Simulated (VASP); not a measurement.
# MoS2 (P6_3/mmc) in VASP: settings compared

The runs below take MoS2 through single point, relaxation of cell and atoms, with PBE+D3(BJ), PBEsol, LDA.

Everything below comes from runs of VASP 6.6.1. Logs are shortened: lines on timing, memory, paths and dates and some standing lists are left out, and cuts for length are marked.

## Step 1: The cell of the first run

Symmetry: P6_3/mmc, No. 194, hexagonal system. The conventional cell has a = 3.169 Å, b = 3.169 Å, c = 12.324 Å, α = 90.00°, β = 90.00°, γ = 120.00°. Mo (site symmetry -6m2) has 6 S at 2.41 Å and 6 Mo at 3.17 Å within 3.2 Å. S (site symmetry 3m) has 3 Mo at 2.41 Å and 7 S at 3.13 to 3.17 Å within 3.2 Å.

## Step 2: Single point, PBE+D3(BJ), non-collinear spin, zero start, spin-orbit coupling

File INCAR:

```
  ALGO = Normal
  EDIFF = 1E-6
  ENCUT = 520
  GGA = PE
  GGA_COMPAT = F
  ISIF = 2
  ISMEAR = -5
  IVDW = 12
  LASPH = T
  LCHARG = F
  LMAXMIX = 4
  LORBIT = 11
  LORBMOM = T
  LREAL = F
  LSORBIT = T
  LWAVE = F
  MAGMOM = 0 0 0 0 0 0 0 0 0 0 0 0 0 0 0 0 0 0
  NBANDS = 68
  NELM = 150
  PREC = Accurate
  SIGMA = 0.05
```

File KPOINTS:

```
k-points
0
Gamma
  7 7 3
```

File POSCAR:

```
MoS2
1.0
    3.1690000000      0.0000000000      0.0000000000
   -1.5845000000      2.7444345046      0.0000000000
    0.0000000000      0.0000000000     12.3240000000
Mo S
2 4
Direct
    0.6666666667      0.3333333333      0.7500000000
    0.3333333333      0.6666666667      0.2500000000
    0.6666666667      0.3333333333      0.3770000000
    0.3333333333      0.6666666667      0.8770000000
    0.6666666667      0.3333333333      0.1230000000
    0.3333333333      0.6666666667      0.6230000000
```

Potentials or basis: VASP PAW PBE potentials, release 64 (Mo_sv, S).

Command:

```bash
$ cat potpaw_PBE.64/Mo_sv/POTCAR potpaw_PBE.64/S/POTCAR > POTCAR
$ mpirun -np 1 vasp_ncl > vasp.out
```

OUTCAR:

```text
EDIFF = 1E-6
   ENCUT = 520
   GGA = PE
   ISIF = 2
   ISMEAR = -5
   IVDW = 12
   LASPH = T
   LORBIT = 11
   LREAL = F
   LSORBIT = T
   NELM = 150
   PREC = Accurate
 IVDW          = 12

 ion  position               nearest neighbor table
   1  0.667  0.333  0.750-   4 2.41   6 2.41   4 2.41   6 2.41   4 2.41   6 2.41
   2  0.333  0.667  0.250-   3 2.41   5 2.41   3 2.41   5 2.41   3 2.41   5 2.41
   3  0.667  0.333  0.377-   2 2.41   2 2.41   2 2.41
   4  0.333  0.667  0.877-   1 2.41   1 2.41   1 2.41
   5  0.667  0.333  0.123-   2 2.41   2 2.41   2 2.41
   6  0.333  0.667  0.623-   1 2.41   1 2.41   1 2.41

  LATTYP: Found a hexagonal cell.
 ALAT       =     3.1690000000
 C/A-ratio  =     3.8889239508

  Lattice vectors:

 A1 = (   3.1690000000,   0.0000000000,   0.0000000000)
 A2 = (  -1.5845000000,   2.7444345046,   0.0000000000)
 A3 = (   0.0000000000,   0.0000000000,  12.3240000000)

Analysis of symmetry for initial positions (statically):
=====================================================================
 Subroutine PRICEL returns:
 Original cell was already a primitive cell.

 Routine SETGRP: Setting up the symmetry group for a
 hexagonal supercell.

 Subroutine GETGRP returns: Found 24 space group operations
 (whereof 12 operations were pure point group operations)
 out of a pool of 24 trial point group operations.

The static configuration has the point symmetry D_3d.
 The point group associated with its full space group is D_6h.

Analysis of symmetry for dynamics (positions and initial velocities):
=====================================================================
 Subroutine PRICEL returns:
 Original cell was already a primitive cell.

 Routine SETGRP: Setting up the symmetry group for a
 hexagonal supercell.

 Subroutine GETGRP returns: Found 24 space group operations
 (whereof 12 operations were pure point group operations)
 out of a pool of 24 trial point group operations.

The dynamic configuration has the point symmetry D_3d.
 The point group associated with its full space group is D_6h.

Analysis of structural, dynamic, and magnetic symmetry:
=====================================================================
 Subroutine PRICEL returns:
 Original cell was already a primitive cell.

 Routine SETGRP: Setting up the symmetry group for a
 hexagonal supercell.

 Subroutine GETGRP returns: Found 24 space group operations
 (whereof 12 operations were pure point group operations)
 out of a pool of 24 trial point group operations.

The overall configuration has the point symmetry D_3d.
 The point group associated with its full space group is D_6h.

 Subroutine INISYM returns: Found 24 space group operations
 (whereof 12 operations are pure point group operations),
 and found     1 'primitive' translations

----------------------------------------------------------------------------------------

                                     Primitive cell

  volume of cell :     107.1832

  direct lattice vectors                    reciprocal lattice vectors
     3.169000000  0.000000000  0.000000000     0.315556958  0.182186895  0.000000000
    -1.584500000  2.744434505  0.000000000     0.000000000  0.364373789  0.000000000
     0.000000000  0.000000000 12.324000000     0.000000000  0.000000000  0.081142486

  length of vectors
     3.169000000  3.169000000 12.324000000     0.364373789  0.364373789  0.081142486

  position of ions in fractional coordinates (direct lattice)
     0.666666667  0.333333333  0.750000000
     0.333333333  0.666666667  0.250000000
     0.666666667  0.333333333  0.377000000
     0.333333333  0.666666667  0.877000000
     0.666666667  0.333333333  0.123000000
     0.333333333  0.666666667  0.623000000

  ion indices of the primitive-cell ions
   primitive index   ion index
                 1           1
                 2           2
                 3           3
                 4           4
                 5           5
                 6           6
[... 126 lines left out ...]
      1     -54.0205      1.00000
      2     -54.0205      1.00000
      3     -54.0205      1.00000
      4     -54.0205      1.00000
      5     -29.6647      1.00000
      6     -29.6647      1.00000
[... 1061 lines left out ...]
     63      10.2683      0.00000
     64      10.2683      0.00000
 [bands above 64 left out]

------------------------ aborting loop because EDIFF is reached ----------------------------------------

 Edisp (eV)   -2.54058

 E8    (eV) :    -1.0246

  FORCE on cell =-STRESS in cart. coord.  units (eV):
  Direction    XX          YY          ZZ          XY          YZ          ZX
  --------------------------------------------------------------------------------------
  -------------------------------------------------------------------------------------
  Total      -1.43434    -1.43434    -1.19264     0.00000     0.00000     0.00000
  in kB     -21.44061   -21.44061   -17.82767     0.00000     0.00000     0.00000
  external pressure =      -20.24 kB  Pullay stress =        0.00 kB

 VOLUME and BASIS-vectors are now :
 -----------------------------------------------------------------------------
  energy-cutoff  :      520.00
  volume of cell :      107.18
      direct lattice vectors                 reciprocal lattice vectors
     3.169000000  0.000000000  0.000000000     0.315556958  0.182186895  0.000000000
    -1.584500000  2.744434505  0.000000000     0.000000000  0.364373789  0.000000000
     0.000000000  0.000000000 12.324000000     0.000000000  0.000000000  0.081142486

 POSITION                                       TOTAL-FORCE (eV/Angst)
 -----------------------------------------------------------------------------------
      1.58450      0.91481      9.24300        -0.000000      0.000000      0.000000
     -0.00000      1.82962      3.08100         0.000000     -0.000000      0.000000
      1.58450      0.91481      4.64615         0.000000     -0.000000     -0.072070
     -0.00000      1.82962     10.80815         0.000000      0.000000     -0.072070
      1.58450      0.91481      1.51585         0.000000     -0.000000      0.072070
     -0.00000      1.82962      7.67785         0.000000      0.000000      0.072070
 -----------------------------------------------------------------------------------
    total drift:                                0.000000     -0.000000     -0.000000

  FREE ENERGIE OF THE ION-ELECTRON SYSTEM (eV)
  ---------------------------------------------------
  free  energy   TOTEN  =       -46.3525858674 eV

  energy  without entropy=      -46.3525858674  energy(sigma->0) =      -46.35258587

 orbital moment (x)

 # of ion     p       d       tot
 ----------------------------------------
  1        -0.000   0.000   0.000
  2        -0.000   0.000   0.000
  3         0.000   0.000   0.000
  4        -0.000   0.000  -0.000
  5        -0.000   0.000  -0.000
  6         0.000   0.000   0.000
 ----------------------------------------
           -0.000   0.000   0.000

 orbital moment (y)

 # of ion     p       d       tot
 ----------------------------------------
  1         0.000  -0.000  -0.000
  2        -0.000  -0.000  -0.000
  3         0.000   0.000   0.000
  4        -0.000   0.000  -0.000
  5        -0.000   0.000  -0.000
  6         0.000   0.000   0.000
 ----------------------------------------
            0.000  -0.000   0.000

 orbital moment (z)

 # of ion     p       d       tot
 ----------------------------------------
  1         0.000   0.000   0.000
  2         0.000   0.000   0.000
  3         0.000   0.000   0.000
  4         0.000   0.000   0.000
  5         0.000   0.000   0.000
  6         0.000   0.000   0.000
 ----------------------------------------
            0.000   0.000   0.000

 Spin-Orbit-Coupling matrix elements

 Ion:    1  E_soc:     -0.1920116
 l=   1
     0.0000000    -0.0294198    -0.0294546
    -0.0294198     0.0000000    -0.0294198
    -0.0294546    -0.0294198     0.0000000
 l=   2
     0.0000000    -0.0004867     0.0000000    -0.0004867    -0.0021785
    -0.0004867     0.0000000    -0.0015890    -0.0004082    -0.0004867
     0.0000000    -0.0015890     0.0000000    -0.0015890     0.0000000
    -0.0004867    -0.0004082    -0.0015890     0.0000000    -0.0004867
    -0.0021785    -0.0004867     0.0000000    -0.0004867     0.0000000
 l=   3
     0.0000000     0.0000000     0.0000000     0.0000000     0.0000000     0.0000000     0.0000000
     0.0000000     0.0000000     0.0000000     0.0000000     0.0000000     0.0000000     0.0000000
     0.0000000     0.0000000     0.0000000     0.0000000     0.0000000     0.0000000     0.0000000
     0.0000000     0.0000000     0.0000000     0.0000000     0.0000000     0.0000000     0.0000000
[... 89 lines left out ...]
 l=   2
     0.0000000     0.0000000     0.0000000     0.0000000     0.0000000
     0.0000000     0.0000000     0.0000000     0.0000000     0.0000000
     0.0000000     0.0000000     0.0000000     0.0000000     0.0000000
     0.0000000     0.0000000     0.0000000     0.0000000     0.0000000
     0.0000000     0.0000000     0.0000000     0.0000000     0.0000000
 l=   3
     0.0000000     0.0000000     0.0000000     0.0000000     0.0000000     0.0000000     0.0000000
     0.0000000     0.0000000     0.0000000     0.0000000     0.0000000     0.0000000     0.0000000
     0.0000000     0.0000000     0.0000000     0.0000000     0.0000000     0.0000000     0.0000000
     0.0000000     0.0000000     0.0000000     0.0000000     0.0000000     0.0000000     0.0000000
     0.0000000     0.0000000     0.0000000     0.0000000     0.0000000     0.0000000     0.0000000
     0.0000000     0.0000000     0.0000000     0.0000000     0.0000000     0.0000000     0.0000000
     0.0000000     0.0000000     0.0000000     0.0000000     0.0000000     0.0000000     0.0000000

 total charge

# of ion       s       p       d       tot
------------------------------------------
    1        2.290   6.221   3.944  12.456
    2        2.290   6.221   3.944  12.456
    3        1.365   2.339   0.000   3.703
    4        1.365   2.339   0.000   3.703
    5        1.365   2.339   0.000   3.703
    6        1.365   2.339   0.000   3.703
--------------------------------------------------
tot         10.040  21.796   7.889  39.726

 magnetization (x)

# of ion       s       p       d       tot
------------------------------------------
    1       -0.000   0.000   0.000  -0.000
    2        0.000  -0.000   0.000   0.000
    3        0.000   0.000   0.000   0.000
    4       -0.000   0.000   0.000  -0.000
    5       -0.000   0.000   0.000  -0.000
    6        0.000   0.000   0.000   0.000
--------------------------------------------------
tot          0.000   0.000   0.000   0.000

 magnetization (y)

# of ion       s       p       d       tot
------------------------------------------
    1        0.000   0.000  -0.000  -0.000
    2        0.000   0.000  -0.000  -0.000
    3        0.000  -0.000   0.000  -0.000
    4        0.000  -0.000   0.000  -0.000
    5        0.000  -0.000   0.000  -0.000
    6       -0.000   0.000   0.000  -0.000
--------------------------------------------------
tot          0.000  -0.000  -0.000  -0.000

 magnetization (z)

# of ion       s       p       d       tot
------------------------------------------
    1        0.000   0.000   0.000   0.000
    2        0.000   0.000   0.000   0.000
    3        0.000   0.000   0.000   0.000
    4        0.000   0.000   0.000   0.000
    5        0.000   0.000   0.000   0.000
    6        0.000   0.000   0.000   0.000
--------------------------------------------------
tot          0.000   0.000   0.000   0.000
```

Wall time 5.7 min (1 thread of AMD EPYC 7R43 (Zen 3), shared host); peak memory 0.48 GiB.

What came out:

| Property | Result |
| --- | --- |
| Free energy | -46.3526 eV |
| Pressure | -2.0 GPa |
| Largest force | 0.072 eV/Å |
| Net moment | 0.00 μB per cell |
| Valence electrons inside the program's atomic spheres | Mo 12.46; S 3.70 |
| Dispersion energy per atom | -0.423 eV |

Forces on the atoms (eV/Å):
```
Mo   0.000  0.000  0.000
Mo   0.000  0.000  0.000
S    0.000  0.000 -0.072
S    0.000  0.000 -0.072
S    0.000  0.000  0.072
S    0.000  0.000  0.072
```

Moments on the atoms (μB; x, y, z):
```
Mo  0.00 0.00 0.00
Mo  0.00 0.00 0.00
S   0.00 0.00 0.00
S   0.00 0.00 0.00
S   0.00 0.00 0.00
S   0.00 0.00 0.00
```

## Step 3: Relaxation of cell and atoms, PBEsol

POSCAR is that of step 2.

File INCAR.step1:

```
SYSTEM = MoS2
  GGA = PS
  ISMEAR = 0
  SIGMA = 0.03
  LWAVE = .False.
  LCHARG = .False.
  NSW = 60
  PREC = Accurate
  LASPH = .True.
  LREAL = .False.
  ALGO = Normal
  EDIFF = 1E-7
  NELM = 120
  GGA_COMPAT = .False.
  IBRION = 2
  ISIF = 3
  EDIFFG = -0.005
  NELMIN = 4
  ENCUT = 520
  EFERMI = MIDGAP
```

File INCAR.step3:

```
SYSTEM = MoS2
  GGA = PS
  ISMEAR = 0
  SIGMA = 0.03
  LWAVE = .False.
  LCHARG = .False.
  PREC = Accurate
  LASPH = .True.
  LREAL = .False.
  ALGO = Normal
  EDIFF = 1E-7
  NELM = 120
  GGA_COMPAT = .False.
  ISIF = 2
  ENCUT = 520
  EFERMI = MIDGAP
```

File KPOINTS:

```
k-points
0
Gamma
  8 8 2
```

Potentials or basis: VASP PAW PBE potentials, release 64 (Mo_sv_GW, S_GW).

Command:

```bash
$ cat potpaw_PBE.64/Mo_sv_GW/POTCAR potpaw_PBE.64/S_GW/POTCAR > POTCAR
$ cp INCAR.step1 INCAR
$ cp POSCAR.step1 POSCAR
$ mpirun -np 1 vasp_std > vasp.out
$ cp CONTCAR POSCAR
$ mpirun -np 1 vasp_std > vasp.out
$ cp CONTCAR POSCAR
$ cp INCAR.step3 INCAR
$ mpirun -np 1 vasp_std > vasp.out
```

OUTCAR:

```text
SYSTEM = MoS2
   GGA = PS
   ISMEAR = 0
   PREC = Accurate
   LASPH = .True.
   LREAL = .False.
   EDIFF = 1E-7
   NELM = 120
   ISIF = 2
   ENCUT = 520
   EFERMI = MIDGAP

 Found     20 irreducible k-points:

 Following reciprocal coordinates:
            Coordinates               Weight
  0.000000  0.000000  0.000000      1.000000
  0.125000  0.000000  0.000000      6.000000
  0.250000  0.000000  0.000000      6.000000
  0.375000  0.000000  0.000000      6.000000
  0.500000  0.000000  0.000000      3.000000
  0.125000  0.125000  0.000000      6.000000
   k-points           NKPTS =     20   k-points in BZ     NKDIM =     20   number of bands    NBANDS=     31
   number of dos      NEDOS =    301   number of ions     NIONS =      6
   total plane-waves  NPLWV =  55296
   dimension x,y,z NGX =    24 NGY =   24 NGZ =   96
   dimension x,y,z NGXF=    48 NGYF=   48 NGZF=  192
   ions per type =               2   4
   NGX,Y,Z   is equivalent  to a cutoff of  12.71, 12.71, 12.91 a.u.
   NGXF,Y,Z  is equivalent  to a cutoff of  25.42, 25.42, 25.81 a.u.
 SYSTEM =  MoS2
   PREC   = accura    normal or accurate (medium, high low for compatibility)
   ISTART =      0    job   : 0-new  1-cont  2-samecut
[... 66 lines left out ...]
 fundamental gap:      0.9843236178
 Fermi energy:         8.0326845513

 k-point     1 :       0.0000    0.0000    0.0000
  band No.  band energies     occupation
      1     -53.8244      2.00000
      2     -53.8244      2.00000
      3     -28.0302      2.00000
      4     -28.0302      2.00000
      5     -27.7623      2.00000
      6     -27.7623      2.00000
[... 193 lines left out ...]
     30       9.4120      0.00000
     31       9.7423      0.00000

 [... further k-points ...]

------------------------ aborting loop because EDIFF is reached ----------------------------------------

  FORCE on cell =-STRESS in cart. coord.  units (eV):
  Direction    XX          YY          ZZ          XY          YZ          ZX
  --------------------------------------------------------------------------------------
  -------------------------------------------------------------------------------------
  Total       -0.0141946     -0.0141946      0.0054025      0.0000000      0.0000000      0.0000000
  in kB       -0.2155620     -0.2155620      0.0820436      0.0000000      0.0000000      0.0000000
  external PRESSURE =      -0.1163601 kB  Pullay stress =       0.0000000 kB

 VOLUME and BASIS-vectors are now :
 -----------------------------------------------------------------------------
  energy-cutoff  :      520.00
  volume of cell :      105.50
      direct lattice vectors                 reciprocal lattice vectors
     3.138610369  0.000000000  0.000000000     0.318612342  0.183950921  0.000000000
    -1.569305184  2.718116312  0.000000000     0.000000000  0.367901843  0.000000000
     0.000000000  0.000000000 12.366802143     0.000000000  0.000000000  0.080861648

 POSITION                                       TOTAL-FORCE (eV/Angst)
 -----------------------------------------------------------------------------------
      1.56931      0.90604      9.27510         0.000000      0.000000      0.000000
     -0.00000      1.81208      3.09170        -0.000000     -0.000000      0.000000
      1.56931      0.90604      4.65198         0.000000     -0.000000     -0.000353
     -0.00000      1.81208     10.83538        -0.000000      0.000000     -0.000353
      1.56931      0.90604      1.53142         0.000000     -0.000000      0.000353
     -0.00000      1.81208      7.71482        -0.000000     -0.000000      0.000353
 -----------------------------------------------------------------------------------
    total drift:                               -0.000000      0.000000     -0.000000

  FREE ENERGIE OF THE ION-ELECTRON SYSTEM (eV)
  ---------------------------------------------------
  free  energy   TOTEN  =       -48.4527430370 eV

  energy  without entropy=      -48.4527430370  energy(sigma->0) =      -48.45274304
```

It took 19 min on 1 thread of Intel Xeon Platinum 8259CL at 2.50GHz (Skylake/Cascade Lake), shared host; peak memory 0.28 GiB.

What came out:

```
Free energy                           : -48.4527 eV
Relaxed volume                        : 17.58 Å³/atom
Relaxed cell                          : a = 3.139 Å, b = 3.139 Å, c = 12.367 Å, α = 90.00°, β = 90.00°, γ = 120.00°
Space group after relaxing (to 0.1 Å) : P6_3/mmc (No. 194)
Energy gained by relaxing             : 3.6 meV/atom
Ionic steps                           : 18
Pressure after relaxing               : 0.0 GPa
Band gap on the k mesh                : 0.98 eV (least direct gap 2.02 eV)
```

The path:
```csv
step,energy change (eV),largest force (eV/Å),pressure (GPa),volume (Å³)
1,0.0000,0.2938,-3.27,107.18
2,0.0668,0.8549,7.03,101.63
3,-0.0235,0.0720,-0.07,105.26
4,-0.0235,0.0793,0.00,105.22
5,-0.0260,0.0189,0.07,104.95
6,-0.0260,0.0100,0.06,104.97
7,-0.0260,0.0200,-0.03,105.06
8,-0.0260,0.0261,-0.09,105.12
9,-0.0261,0.0254,-0.10,105.13
10,-0.0261,0.0233,-0.10,105.17
11,-0.0262,0.0192,-0.10,105.25
12,-0.0263,0.0106,-0.11,105.41
13,-0.0263,0.0062,-0.12,105.73
14,-0.0263,0.0027,-0.11,105.56
15,-0.0263,0.0097,0.04,105.49
16,-0.0263,0.0095,0.04,105.49
17,-0.0264,0.0006,0.01,105.50
18,-0.0215,0.0004,-0.01,105.50
```

Final structure:
```
Mo S
1.0
     3.13861    0.00000    0.00000
    -1.56931    2.71812    0.00000
     0.00000    0.00000   12.36680
Mo S
2 4
Direct
  0.66667 0.33333 0.75000
  0.33333 0.66667 0.25000
  0.66667 0.33333 0.37617
  0.33333 0.66667 0.87617
  0.66667 0.33333 0.12383
  0.33333 0.66667 0.62383
```

Levels at points of the mesh, in eV from the valence-band top:
```
           k point  band 24  band 25  band 26  band 27  band 28  band 29
(0.00, 0.00, 0.00)    -1.24    -1.23     0.00     2.22     2.23     2.25
(0.50, 0.00, 0.00)    -1.46    -1.41    -1.30     1.73     1.77     2.11
(0.00, 0.00, 0.50)    -2.12    -0.29    -0.29     2.22     2.23     2.24
(0.50, 0.00, 0.50)    -1.55    -1.35    -1.35     1.75     1.75     2.26
```

Caveat: the PAW data sets were made with another functional, which shifts forces and pressure a little; this functional lacks dispersion, which binds the layers, so the pressure and a relaxed spacing across them are unreliable.

[end of part 1 of 2]
